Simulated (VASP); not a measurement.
Runs of VASP 6.6.1 on Au. The structure is that of space group Im-3m (No. 229), or close to it. The cells are those of the table. 

```csv
cell,gap on the mesh (eV),pressure (GPa)
"a = 2.810 Å, angles 109.5°, 1 atom",none,12.7
"a = 3.000 Å, angles 109.5°, 1 atom",none,(b)
"a = 2.889 Å, angles 109.5°, 1 atom",none,0.1
"a = 2.768 Å, angles 109.5°, 1 atom",none,(a)
"a = 2.927 Å, angles 109.5°, 1 atom",none,-4.0
```

Alike in all rows: task single point; level RPBE; potentials or basis VASP PAW PBE potentials, release 64 (Au); no spin polarisation; k mesh 15 × 15 × 15; cutoff (eV) 520; smearing fermi-dirac 0.1 eV.

Q: Fill in the values left out.

A: (a) 22.3; (b) -9.4.

Caveats: the PAW data sets were made with another functional, which shifts forces and pressure a little; spin-orbit coupling is left out, which moves the levels of the heavy elements.

A k mesh can miss the band edges, and the runs leave out spin-orbit coupling on Au.

A gap of «none» marks levels without a gap at the run's occupations.
